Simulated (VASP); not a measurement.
# H3W8C9 in VASP: notebook

The runs below take H3W8C9 through single point, with LDA.

Program: VASP 6.6.1. These are calculated values, not measurements. Logs are shortened: lines on timing, memory, paths and dates and some standing lists are left out, and cuts for length are marked.

## 1. The cell of the first run

The cell holds a slab with vacuum, 20 atoms: a = 5.716 Å, b = 5.610 Å, c = 16.125 Å, α = 90.00°, β = 90.00°, γ = 90.00°.

## 2. Single point, LDA

Contents of INCAR:

```
  PREC = Accurate
  ENCUT = 520
  EDIFF = 1E-6
  ISMEAR = 0
  SIGMA = 0.1
  LREAL = Auto
  LASPH = T
  NELM = 60
  ALGO = Normal
  ISIF = 2
  LWAVE = F
  LCHARG = F
  GGA = CA
  NBANDS = 92
```

Contents of KPOINTS:

```
Automatic mesh
0
Gamma
  4 5 1
```

Contents of POSCAR:

```
H3W8C9
1.0
    5.7156600000      0.0000000000      0.0000000000
    0.0000000000      5.6104000000      0.0000000000
    0.0000000000      0.0000000000     16.1249220000
W C H
8 9 3
Direct
    0.0000000000      0.0000000000      0.0620158039
    0.2936665232     -0.0281976330      0.2227410464
    0.0000000000      0.5000000000      0.0620158039
    0.2962511766      0.4823123128      0.2213567297
    0.5000000000      0.0000000000      0.0620158039
    0.7535308258     -0.0268971909      0.2219234301
    0.5000000000      0.5000000000      0.0620158039
    0.7610468432      0.4962403750      0.2177214253
    0.0062575451      0.2494217881      0.1470855487
    0.4501704090      0.2193412234      0.2999909705
   -0.0025552605      0.7457717810      0.1591099790
    0.0402480204      0.7352359903      0.2558535167
    0.5205395352      0.2403958720      0.1548136481
    1.0232923232      0.2349133752      0.2362934841
    0.5068984159      0.7493358762      0.1498045696
    0.5091039355      0.7232313204      0.2878887724
    0.6098300109      0.2351037359      0.3607505202
    0.5021689534     -0.2585312990      0.3545090017
    0.6612183020      0.4164505205      0.3788417085
    0.6832077135      0.0802146015      0.3945220944
```

Potentials or basis: VASP PAW LDA potentials, release 64 (W_sv, C, H).

Run with:

```
> cat potpaw_LDA.64/W_sv/POTCAR potpaw_LDA.64/C/POTCAR potpaw_LDA.64/H/POTCAR > POTCAR
> mpirun -np 1 vasp_std > vasp.out
```

OUTCAR:

```text
PREC = Accurate
   ENCUT = 520
   EDIFF = 1E-6
   ISMEAR = 0
   LREAL = Auto
   LASPH = T
   NELM = 60
   ISIF = 2
   GGA = CA

 ion  position               nearest neighbor table
   1  0.000  0.000  0.062-   9 1.96  11 2.12   3 2.81   3 2.81   5 2.86   5 2.86   6 2.94   2 3.09

   2  0.294  0.972  0.223-  12 2.04  10 2.07  15 2.10  16 2.14  14 2.15  13 2.27  11 2.35   9 2.57
                             6 2.63   4 2.75   5 2.85   4 2.86   6 3.09   1 3.09
   3  0.000  0.500  0.062-   9 1.96  11 2.09   1 2.81   1 2.81   7 2.86   7 2.86   8 2.86   4 3.08

   4  0.296  0.482  0.221-  14 2.10  16 2.11  12 2.11  10 2.14  13 2.15  15 2.24   9 2.43  11 2.47
                             8 2.66   2 2.75   7 2.82   2 2.86   8 3.06   3 3.08
   5  0.500  0.000  0.062-  15 2.00  13 2.02   7 2.81   7 2.81   2 2.85   1 2.86   1 2.86   6 2.96

   6  0.754  0.973  0.222-  14 2.14  11 2.14  12 2.18  15 2.22  16 2.25  13 2.28   9 2.44  10 2.55
                             2 2.63   8 2.68   8 2.94   1 2.94   5 2.96   2 3.09
   7  0.500  0.500  0.062-  15 1.99  13 2.09   5 2.81   5 2.81   4 2.82   3 2.86   3 2.86   8 2.92

   8  0.761  0.496  0.218-  14 2.12  11 2.16  12 2.17  16 2.23  13 2.23   9 2.28  15 2.31   4 2.66
                             6 2.68  10 2.71   3 2.86   7 2.92   6 2.94   4 3.06
   9  0.006  0.249  0.147-  14 1.44   1 1.96   3 1.96   8 2.28   4 2.43   6 2.44   2 2.57
  10  0.450  0.219  0.300-  17 1.34   2 2.07   4 2.14   6 2.55   8 2.71
  11  0.997  0.746  0.159-  12 1.58   3 2.09   1 2.12   6 2.14   8 2.16   2 2.35   4 2.47
  12  0.040  0.735  0.256-  11 1.58   2 2.04   4 2.11   8 2.17   6 2.18
  13  0.521  0.240  0.155-   5 2.02   7 2.09   4 2.15   8 2.23   2 2.27   6 2.28
  14  0.023  0.235  0.236-   9 1.44   4 2.10   8 2.12   6 2.14   2 2.15
  15  0.507  0.749  0.150-   7 1.99   5 2.00   2 2.10   6 2.22   4 2.24   8 2.31
  16  0.509  0.723  0.288-  18 1.08   4 2.11   2 2.14   8 2.23   6 2.25
  17  0.610  0.235  0.361-  19 1.10  20 1.11  10 1.34
  18  0.502  0.741  0.355-  16 1.08
  19  0.661  0.416  0.379-  17 1.10
  20  0.683  0.080  0.395-  17 1.11

  LATTYP: Found a simple orthorhombic cell.
 ALAT       =     5.6104000000
 B/A-ratio  =     1.0187615856
 C/A-ratio  =     2.8741127192

  Lattice vectors:

 A1 = (   0.0000000000,  -5.6104000000,   0.0000000000)
 A2 = (   5.7156600000,   0.0000000000,   0.0000000000)
 A3 = (   0.0000000000,   0.0000000000,  16.1249220000)

Analysis of symmetry for initial positions (statically):
=====================================================================
 Subroutine PRICEL returns:
 Original cell was already a primitive cell.

 Routine SETGRP: Setting up the symmetry group for a
 simple orthorhombic supercell.

 Subroutine GETGRP returns: Found  1 space group operations
 (whereof  1 operations were pure point group operations)
 out of a pool of  8 trial point group operations.

The static configuration has the point symmetry C_1 .

Analysis of symmetry for dynamics (positions and initial velocities):
=====================================================================
 Subroutine PRICEL returns:
 Original cell was already a primitive cell.

 Routine SETGRP: Setting up the symmetry group for a
 simple orthorhombic supercell.

 Subroutine GETGRP returns: Found  1 space group operations
 (whereof  1 operations were pure point group operations)
 out of a pool of  8 trial point group operations.

The dynamic configuration has the point symmetry C_1 .

 Subroutine INISYM returns: Found  1 space group operations
 (whereof  1 operations are pure point group operations),
 and found     1 'primitive' translations

----------------------------------------------------------------------------------------

                                     Primitive cell

  volume of cell :     517.0801

  direct lattice vectors                    reciprocal lattice vectors
     5.715660000  0.000000000  0.000000000     0.174957923  0.000000000  0.000000000
     0.000000000  5.610400000  0.000000000     0.000000000  0.178240411  0.000000000
     0.000000000  0.000000000 16.124922000     0.000000000  0.000000000  0.062015804

  length of vectors
     5.715660000  5.610400000 16.124922000     0.174957923  0.178240411  0.062015804

  position of ions in fractional coordinates (direct lattice)
     0.000000000  0.000000000  0.062015804
     0.293666523  0.971802367  0.222741046
     0.000000000  0.500000000  0.062015804
     0.296251177  0.482312313  0.221356730
     0.500000000  0.000000000  0.062015804
     0.753530826  0.973102809  0.221923430
[... 12 lines left out ...]
     0.661218302  0.416450520  0.378841708
     0.683207714  0.080214602  0.394522094

  ion indices of the primitive-cell ions
   primitive index   ion index
                 1           1
                 2           2
                 3           3
                 4           4
                 5           5
                 6           6
[... 12 lines left out ...]
                19          19
                20          20

----------------------------------------------------------------------------------------

 KPOINTS: Automatic mesh

Automatic generation of k-mesh.
 Grid dimensions read from file:
 generate k-points for:    4    5    1

 Generating k-lattice:

  Cartesian coordinates                     Fractional coordinates (reciprocal lattice)
     0.043739481  0.000000000  0.000000000     0.250000000  0.000000000  0.000000000
     0.000000000  0.035648082  0.000000000     0.000000000  0.200000000  0.000000000
     0.000000000  0.000000000  0.062015804     0.000000000  0.000000000  1.000000000

  Length of vectors
     0.043739481  0.035648082  0.062015804

  Shift w.r.t. Gamma in fractional coordinates (k-lattice)
     0.000000000  0.000000000  0.000000000

 Subroutine IBZKPT returns following result:
 ===========================================

 Found     11 irreducible k-points:

 Following reciprocal coordinates:
            Coordinates               Weight
  0.000000  0.000000  0.000000      1.000000
  0.250000  0.000000  0.000000      2.000000
  0.500000  0.000000  0.000000      1.000000
  0.000000  0.200000  0.000000      2.000000
  0.250000  0.200000  0.000000      2.000000
 -0.250000  0.200000  0.000000      2.000000
  0.500000  0.200000  0.000000      2.000000
  0.000000  0.400000  0.000000      2.000000
  0.250000  0.400000  0.000000      2.000000
 -0.250000  0.400000  0.000000      2.000000
  0.500000  0.400000  0.000000      2.000000
   k-points           NKPTS =     11   k-points in BZ     NKDIM =     11   number of bands    NBANDS=     92
   number of dos      NEDOS =    301   number of ions     NIONS =     20
   total plane-waves  NPLWV = 241920
   dimension x,y,z NGX =    48 NGY =   42 NGZ =  120
   dimension x,y,z NGXF=    96 NGYF=   84 NGZF=  240
   ions per type =               8   9   3
   NGX,Y,Z   is equivalent  to a cutoff of  13.96, 12.45, 12.37 a.u.
   NGXF,Y,Z  is equivalent  to a cutoff of  27.92, 24.89, 24.74 a.u.
 SYSTEM =  unknown system
   PREC   = accura    normal or accurate (medium, high low for compatibility)
   ISTART =      0    job   : 0-new  1-cont  2-samecut
   ICHARG =      2    charge: 1-file 2-atom 10-const
   ISPIN  =      1    spin polarized calculation?
   LNONCOLLINEAR =      F non collinear calculations
   LSORBIT =      F    spin-orbit coupling
   LASPH  =      T    aspherical Exc in radial PAW
   ENCUT  =  520.0 eV  38.22 Ry    6.18 a.u.  10.63 10.43 29.98*2*pi/ulx,y,z
   NELM   =     60;   NELMIN=  2; NELMDL= -5     # of ELM steps
   EDIFF  = 0.1E-05   stopping-criterion for ELM
   LREAL  =      T    real-space projection
   EDIFFG = 0.1E-04   stopping-criterion for IOM
   NSW    =      0    number of steps for IOM
   IBRION =     -1    ionic relax: 0-MD 1-quasi-New 2-CG
   NFREE  =      0    steps in history (QN), initial steepest desc. (CG)
   ISIF   =      2    stress and relaxation
   ISYM   =      2    0-nonsym 1-usesym 2-fastsym
   POTIM  = 0.5000    time-step for ionic-motion
   TEBEG  =    0.0;   TEEND  =   0.0 temperature during run
   PSTRESS=    0.0 pullay stress
   NELECT =     151.0000    total number of electrons
   NUPDOWN=      -1.0000    fix difference up-down
   EMIN   =  10.00;   EMAX   =-10.00  energy-range for DOS
   EFERMI =   0.00;   METHOD = LEGACY
   ISMEAR =     0;   SIGMA  =   0.10  broadening in eV -4-tet -1-fermi 0-gaus
   EFERMI_NEDOS =   21; number of points for ismear=-14 and -15
   IALGO  =     38    algorithm
   IMIX   =      4    mixing-type and parameters
     AMIX     =   0.40;   BMIX     =  1.00
     AMIX_MAG =   1.60;   BMIX_MAG =  1.00
  volume/ion in A,a.u.               =      25.85       174.47
  Fermi-wavevector in a.u.,A,eV,Ry     =   1.086128  2.052485 16.050454  1.179675
  Thomas-Fermi vector in A             =   2.222258
   LORBIT       =      0    0 simple, 1 ext, 2 COOP (PROOUT), +10 PAW based schemes
   GGA     = CA    functional components
   LHFCALC =     F    Hartree Fock is set to
   AEXX    =    0.0000 exact exchange contribution
   IVDW    =     0    specifies the selected vdW correction
   LEPSILON=     F    determine dielectric tensor
   LRPA    =     F    only Hartree local field effects (RPA)
 non-spin polarized calculation
 Gauss-broadening in eV      SIGMA  =   0.10
  energy-cutoff  :      520.00
  volume of cell :      517.08
 maximum number of plane-waves:     13975
 NGX is ok and might be reduce to    48
   NGX = 21   NGY = 21   NGZ = 59

 number of electron     150.9999988 magnetization

 Free energy of the ion-electron system (eV)
  ---------------------------------------------------
  ext. energy  EPLUGINS =         0.00000000
  ---------------------------------------------------
  free energy    TOTEN  =      -196.03197467 eV

  energy without entropy =     -195.98489735  energy(sigma->0) =     -196.00843601

 E-fermi :   0.8420     XC(G=0):  -6.1425

 val. band max:        0.8408934551   @ k =   0.0000   0.2000   0.0000
 cond. band min:       0.8516639766   @ k =  -0.2500   0.4000   0.0000
 fundamental gap:      0.0107705216
 Fermi energy:         0.8420276466

 k-point     1 :       0.0000    0.0000    0.0000
  band No.  band energies     occupation
      1     -73.4272      2.00000
      2     -73.3697      2.00000
      3     -72.9922      2.00000
      4     -72.9245      2.00000
      5     -72.9188      2.00000
      6     -72.8732      2.00000
[... 979 lines left out ...]
     86       2.6140      0.00000
     87       2.7574      0.00000
 [bands above 87 left out]

------------------------ aborting loop because EDIFF is reached ----------------------------------------

  FORCE on cell =-STRESS in cart. coord.  units (eV):
  Direction    XX          YY          ZZ          XY          YZ          ZX
  --------------------------------------------------------------------------------------
  -------------------------------------------------------------------------------------
  Total       -3.0768946      4.5733312      5.4827451      0.1906803      4.3512976     -0.3975138
  in kB       -9.5337853     14.1705074     16.9883344      0.5908245     13.4825342     -1.2317001
  external PRESSURE =       7.2083522 kB  Pullay stress =       0.0000000 kB

 VOLUME and BASIS-vectors are now :
 -----------------------------------------------------------------------------
  energy-cutoff  :      520.00
  volume of cell :      517.08
      direct lattice vectors                 reciprocal lattice vectors
     5.715660000  0.000000000  0.000000000     0.174957923  0.000000000  0.000000000
     0.000000000  5.610400000  0.000000000     0.000000000  0.178240411  0.000000000
     0.000000000  0.000000000 16.124922000     0.000000000  0.000000000  0.062015804

 POSITION                                       TOTAL-FORCE (eV/Angst)
 -----------------------------------------------------------------------------------
      0.00000      0.00000      1.00000         0.032791     -1.047031     -0.164506
      1.67850      5.45220      3.59168        -0.147620      0.459796     -0.196621
      0.00000      2.80520      1.00000        -0.012584      0.394149     -0.260221
      1.69327      2.70596      3.56936         0.061133      0.160438      0.120834
      2.85783      0.00000      1.00000         0.309625      0.395674     -0.451824
      4.30693      5.45950      3.57850        -0.099569      0.361732     -0.060018
[... 12 lines left out ...]
      3.77930      2.33645      6.10879         0.334290      0.031193      0.500320
      3.90498      0.45004      6.36164        -0.008375      0.178975     -0.036251
 -----------------------------------------------------------------------------------
    total drift:                                0.002485      0.001727     -0.002804

  FREE ENERGIE OF THE ION-ELECTRON SYSTEM (eV)
  ---------------------------------------------------
  free  energy   TOTEN  =      -196.0319746677 eV

  energy  without entropy=     -195.9848973498  energy(sigma->0) =     -196.00843601
```

Run time: 24 min. Hardware: 1 thread of Intel Xeon Platinum 8259CL at 2.50GHz (Skylake/Cascade Lake), shared host; peak memory 0.61 GiB.

Results:

```yaml
Free_energy: -196.0320 eV
Largest_force: 1.604 eV/Å
Band_gap_on_the_k_mesh: zero (an odd number of electrons rules out a gap without spin polarisation)
```

Forces on the atoms (eV/Å):
```
W    0.033 -1.047 -0.165
W   -0.148  0.460 -0.197
W   -0.013  0.394 -0.260
W    0.061  0.160  0.121
W    0.310  0.396 -0.452
W   -0.100  0.362 -0.060
W    0.401 -1.034 -0.208
W   -0.291 -0.145  0.048
C    0.390 -0.176  0.595
C   -0.371  0.278 -0.458
C    0.148  0.052 -0.636
C   -1.561 -0.115  0.352
C   -0.047  0.167 -0.244
C   -1.014  0.097  0.272
C    0.088 -0.251  0.024
C    0.943  0.516 -0.195
C    0.622 -0.160  0.009
H    0.223 -0.166  0.989
H    0.334  0.031  0.500
H   -0.008  0.179 -0.036
```

Caveat: spin-orbit coupling is left out, which moves the levels of the heavy elements.

## 3. Single point, LDA

INCAR: that of step 2 with these lines changed.

```diff
@@ -2,3 +2,3 @@
   ENCUT = 520
-  EDIFF = 1E-6
+  EDIFF = 1E-7
   ISMEAR = 0
@@ -12,3 +12,2 @@
   LCHARG = F
-  GGA = CA
   NBANDS = 92
```

Contents of KPOINTS:

```
regular mesh
0
Gamma
  4 5 1
```

Contents of POSCAR:

```
H3W8C9
1.0
    5.7156600000      0.0000000000      0.0000000000
    0.0000000000      5.6104000000      0.0000000000
    0.0000000000      0.0000000000     16.1249220000
W C H
8 9 3
Direct
    0.0000000000      0.0000000000      0.0620158039
    0.2688856580      0.0056309711      0.2134641644
    0.0000000000      0.5000000000      0.0620158039
    0.2748888142      0.5028106730      0.2164020390
    0.5000000000      0.0000000000      0.0620158039
    0.7629699807      0.0049092756      0.2074060885
    0.5000000000      0.5000000000      0.0620158039
    0.7654839511      0.4960899401      0.2082761703
    0.0385731482      0.2521187438      0.1544667317
    0.3371932550      0.2602766291      0.3043617203
   -0.0044682504      0.7509403964      0.1585107202
    0.3692390730      0.7686726437      0.3191390941
    0.5250984138      0.2521027021      0.1556305823
    0.9957542961      0.2520438828      0.2683320887
    0.4931117316      0.7491941751      0.1524091093
    0.5905844644      0.7487366320      0.2754492704
    0.4454584422      0.1022673963      0.3609838857
    0.4280810965     -0.3246372808      0.3754036764
    0.6450303202      0.1315597818      0.3662497096
    0.3941086419      0.0410166833      0.4219492038
```

Potentials or basis: VASP PAW LDA potentials, release 64 (W_sv, C, H).

Run with:

```
> cat potpaw_LDA.64/W_sv/POTCAR potpaw_LDA.64/C/POTCAR potpaw_LDA.64/H/POTCAR > POTCAR
> mpirun -np 1 vasp_std > vasp.out
```

It took 15 min on 1 thread of Intel Xeon 6975P-C (Granite Rapids), shared host; peak memory 0.6 GiB.

The run converged. Its results:

```
Free energy            : -194.9585 eV
Largest force          : 2.504 eV/Å
Band gap on the k mesh : zero (an odd number of electrons rules out a gap without spin polarisation)
```

Forces in eV/Å, atoms in the order of the input:
```
W    0.670 -0.133  0.282
W    0.129  0.079  0.070
W    0.503  0.226 -0.087
W    0.215  0.310  0.073
W    0.275  0.127 -0.660
W   -0.008 -0.157  0.130
W    0.269 -0.041 -0.741
W    0.013 -0.128  0.231
C   -0.026  0.034  0.293
C   -0.857 -0.336  0.903
C    0.451  0.012  0.036
C    2.502 -0.056 -0.072
C   -0.103 -0.021  0.094
C    0.362 -0.061 -0.391
C    0.430  0.092  0.154
C   -1.151 -0.183 -0.454
C   -0.289  0.293 -0.353
H   -1.469  0.008  0.605
H   -1.003 -0.384 -0.591
H   -0.914  0.317  0.478
```

Levels at points of the mesh, in eV from the Fermi level:
| k point | band 73 | band 74 | band 75 | band 76 | band 77 | band 78 | band 79 | band 80 |
| --- | --- | --- | --- | --- | --- | --- | --- | --- |
| (0.00, 0.00, 0.00) | -0.52 | -0.30 | 0.03 | 0.37 | 0.60 | 0.84 | 0.95 | 1.23 |
| (0.50, 0.00, 0.00) | -0.43 | -0.28 | -0.21 | -0.20 | -0.05 | 0.55 | 0.73 | 0.87 |

Caveat: spin-orbit coupling is left out, which moves the levels of the heavy elements.
